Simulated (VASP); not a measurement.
B2AsN: single point with LDA

Crystal: B2AsN.

```
B As N
1.0
     3.73527    0.00000    0.00000
    -1.86763    3.23484    0.00000
     0.00000    0.00000    3.73688
B As N
2 1 1
Direct
  0.33333 0.66667 0.00000
  0.66667 0.33333 0.00000
  0.00000 0.00000 0.00000
  0.00000 0.00000 0.50000
```

```json
{"Program": "VASP 6.6.1", "Task": "single point", "Functional": "LDA", "Potentials or basis": "VASP PAW LDA potentials, release 64 (B, As, N)", "Cutoff": "520 eV", "k mesh": "15 × 15 × 12", "Occupations": "fermi-dirac, width 0.15 eV", "Spin": "no spin polarisation"}
```

```json
{
 "Pressure": "1.1 GPa",
 "Band gap on the k mesh": "zero (band 8 reaches 7.59 eV, above the bottom of band 9 at 3.88 eV)"
}
```

Stress tensor (GPa, compression positive):
```
0.82 0.00 0.00
0.00 0.82 0.00
0.00 0.00 1.71
```

Levels at points of the mesh, in eV from the Fermi level:
| k point | band 4 | band 5 | band 6 | band 7 | band 8 | band 9 | band 10 | band 11 | band 12 | band 13 |
| --- | --- | --- | --- | --- | --- | --- | --- | --- | --- | --- |
| (0.00, 0.00, 0.00) | -5.10 | -5.10 | -3.14 | -3.14 | -1.08 | 0.38 | 0.56 | 0.86 | 0.86 | 4.95 |
| (0.00, 0.00, 0.50) | -3.87 | -3.87 | -2.96 | -2.96 | -2.23 | -1.56 | -1.56 | 1.02 | 3.91 | 4.10 |

Wall time 65 s on 1 thread of AMD EPYC 9R45 (Zen 5) (shared host), peak memory 0.22 GiB.
